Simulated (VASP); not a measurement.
A run of VASP 6.6.1 is set up as follows.

Contents of INCAR:

```
PREC = Accurate
ENCUT = 520
EDIFF = 1E-7
ISMEAR = 0
SIGMA = 0.1
LREAL = F
LASPH = T
NELM = 60
ALGO = Normal
ISIF = 2
LWAVE = F
LCHARG = F
GGA = PE
NBANDS = 37
```

File KPOINTS:

```
Automatic mesh
0
Gamma
  4 4 2
```

File POSCAR:

```
MgSi6C6
1.0
    5.0561646300      0.0000000000      0.0000000000
   -1.5755975000      4.8044035300      0.0000000000
    0.0000000000      0.0000000000      7.6968690300
Mg Si C
1 6 6
Direct
    0.3333000000      0.3333000000      0.7500000000
    0.6572285500      0.0820119700      0.5533415500
    0.6572285500      0.0820119700      0.9466584500
    0.3427714500      0.9179880300      0.4466584500
    0.9179880300      0.3427714500      0.0533415500
    0.7330228100      0.9469049000      0.7500000000
    0.2669771900      0.0530951000      0.2500000000
    0.3427714500      0.9179880300      0.0533415500
    0.9179880300      0.3427714500      0.4466584500
    0.0820119700      0.6572285500      0.9466584500
    0.0820119700      0.6572285500      0.5533415500
    0.9469049000      0.7330228100      0.7500000000
    0.0530951000      0.2669771900      0.2500000000
```

Potentials or basis: VASP PAW PBE potentials, release 64 (Mg, Si, C).

Run with:

```sh
$ cat potpaw_PBE.64/Mg/POTCAR potpaw_PBE.64/Si/POTCAR potpaw_PBE.64/C/POTCAR > POTCAR
$ mpirun -np 1 vasp_std > vasp.out
```

Task: What does it give for the largest force?

Result: 16.746 eV/Å.

Task: Predict the pressure.

Result: 42.1 GPa.

Forces in eV/Å, atoms in the order of the input:
```
Mg   -0.670   0.425  -0.035
Si    5.744  12.591  -6.644
Si  -14.298  -5.923   6.396
Si   -5.702 -12.522   6.703
Si    8.316  12.551   7.298
Si   11.077 -12.064   0.297
Si   -6.543   6.488 -13.831
C    -2.821  -3.232  -2.966
C     3.898   5.172  -1.598
C     0.862   3.491  -1.860
C    -3.150  -5.620   1.807
C     4.782  -2.566  -0.225
C    -1.496   1.209   4.658
```

Caveat: the k points lie up to 0.41 Å⁻¹ apart, too coarse for converged energies and pressures of a metal; forces of over 1 eV/Å act on the atoms, so gaps and moduli don't describe the material at rest.
